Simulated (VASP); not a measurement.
Wanted: the native input for a VASP 6.6.1 run.

```yaml
Task: single point
Functional: PBE
Potentials_or_basis: VASP PAW PBE potentials, release 64 (Ba_sv, Zr_sv, O_h)
Cutoff: 1340 eV
k_mesh: 6 × 6 × 6
Occupations: gaussian, width 0.01 eV
Spin: no spin polarisation
Dipole_correction: no
Further_INCAR_settings: ALGO = Normal; EDIFF = 1e-06; NBANDS = 28
```

The structure of BaZrO3 lies in POSCAR:

```
BaZrO3
1.0
    4.1561169902      0.0000000000      0.0000000000
    0.0000000000      4.1561169902      0.0000000000
    0.0000000000      0.0000000000      4.1561169902
Ba Zr O
1 1 3
Direct
    0.0000000000      0.0000000000      0.0000000000
    0.5000000000      0.5000000000      0.5000000000
    0.0000000000      0.5000000000      0.5000000000
    0.5000000000      0.0000000000      0.5000000000
    0.5000000000      0.5000000000      0.0000000000
```

One way to write it, as run:

INCAR

```
ALGO     = Normal         # electronic algorithm
EDIFF    = 1E-6           # SCF threshold, eV
ENCUT    = 1340           # plane-wave cutoff, eV
GGA      = PE             # functional
GGA_COMPAT= F            
ISIF     = 2              # what is computed and relaxed
ISMEAR   = 0              # smearing method
LASPH    = T              # aspherical terms in the spheres
LCHARG   = F              # write CHGCAR
LREAL    = F              # projectors in reciprocal space
LWAVE    = F              # write WAVECAR
NBANDS   = 28             # bands
NELM     = 120            # most SCF steps
PREC     = Accurate       # precision mode
SIGMA    = 0.01           # smearing width, eV
```

KPOINTS

```
k-points
0
Gamma
  6 6 6
```

Potentials or basis: VASP PAW PBE potentials, release 64 (Ba_sv, Zr_sv, O_h).

Run with:

```sh
$ cat potpaw_PBE.64/Ba_sv/POTCAR potpaw_PBE.64/Zr_sv/POTCAR potpaw_PBE.64/O_h/POTCAR > POTCAR
$ mpirun -np 1 vasp_std > vasp.out
```

Results of the run:

```json
{
 "Pressure": "9.5 GPa",
 "Band gap on the k mesh": "3.25 eV (least direct gap 3.44 eV)"
}
```

Caveat: the cell stands under pressure; spin-orbit coupling is left out, which moves the levels of the heavy elements.

Wall time 2.2 min on 1 thread of AMD EPYC 7R13 Processor (Zen 3), on a shared host, peak memory 0.42 GiB.
